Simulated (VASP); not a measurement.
## GaP: single point with b88 exchange, pbe correlation

GaP:

```
CELL_PARAMETERS angstrom
0.00000 2.68842 2.68842
2.68842 0.00000 2.68842
2.68842 2.68842 0.00000
ATOMIC_POSITIONS crystal
Ga 0.00000 0.00000 0.00000
P 0.75000 0.75000 0.75000
```

```
Program                : VASP 6.6.1
Task                   : single point
Functional             : b88 exchange, pbe correlation
Potentials or basis    : VASP PAW PBE potentials, release 64 (Ga_d, P)
Cutoff                 : 500 eV
k mesh                 : 8 × 8 × 8
Occupations            : fermi-dirac, width 0.05 eV
Spin                   : no spin polarisation
Dipole correction      : no
Further INCAR settings : ALGO = Normal; EDIFF = 1e-06; NBANDS = 16
```

```yaml
Pressure: 6.2 GPa
Band_gap_on_the_k_mesh: 1.56 eV (least direct gap 2.16 eV)
```

Levels at points of the mesh, in eV from the valence-band top:
```
           k point  band 6  band 7  band 8  band 9  band 10  band 11  band 12  band 13
(0.00, 0.00, 0.00)  -12.80    0.00    0.00    0.00     2.16     3.88     3.88     3.88
(0.50, 0.00, 0.00)  -10.60   -6.87   -1.18   -1.18     1.79     4.71     4.71     8.35
(0.50, 0.50, 0.00)   -9.65   -6.95   -2.82   -2.82     1.56     1.78    10.90    10.90
```

Wall time 13 s on 1 thread of Intel(R) Xeon(R) Platinum 8488C (Sapphire Rapids), on a shared host, peak memory 0.16 GiB.

Caveat: the cell stands under pressure; the PAW data sets were made with another functional, which shifts forces and pressure a little. A k mesh can miss the band edges.
